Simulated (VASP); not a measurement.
A run of VASP 6.6.1:

File POSCAR:

```
SnSe
1.0
    0.0000000000      3.0690345955      3.0690345955
    3.0690345955      0.0000000000      3.0690345955
    3.0690345955      3.0690345955      0.0000000000
Sn Se
1 1
Direct
    0.0000000000      0.0000000000      0.0000000000
    0.5000000000      0.5000000000      0.5000000000
```

INCAR.step1

```
PREC = Accurate
ENCUT = 520
ISMEAR = -1
SIGMA = 0.05
LREAL = False
LASPH = True
NELM = 80
NBANDS = 17
GGA = PE
ALGO = Normal
EDIFF = 1E-4
LWAVE = True
LCHARG = False
```

The input INCAR.step2:

```
PREC = Accurate
ENCUT = 520
EDIFF = 1E-6
ISMEAR = -1
SIGMA = 0.05
LREAL = False
LASPH = True
NELM = 80
ALGO = Normal
ISIF = 2
LWAVE = False
LCHARG = True
METAGGA = R2SCAN
LMIXTAU = True
LELF = True
LVHAR = True
NBANDS = 17
ISTART = 1
```

Contents of KPOINTS:

```
regular mesh
0
Gamma
  8 8 8
```

Potentials or basis: VASP PAW PBE potentials, release 64 (Sn_d, Se).

Run with:

```console
$ cat potpaw_PBE.64/Sn_d/POTCAR potpaw_PBE.64/Se/POTCAR > POTCAR
$ cp INCAR.step1 INCAR
$ mpirun -np 1 vasp_std > vasp.out
$ cp INCAR.step2 INCAR
$ mpirun -np 1 vasp_std > vasp.out
```

Hardware: 1 thread of Intel(R) Xeon(R) Platinum 8259CL CPU @ 2.50GHz (Skylake/Cascade Lake), on a shared host.

Task: How long does it take, and how much memory?

Result: Run time: 73 s on 1 thread of Intel(R) Xeon(R) Platinum 8259CL CPU @ 2.50GHz (Skylake/Cascade Lake), with other jobs on the host, peak memory 0.19 GiB. Counts: k points 29.
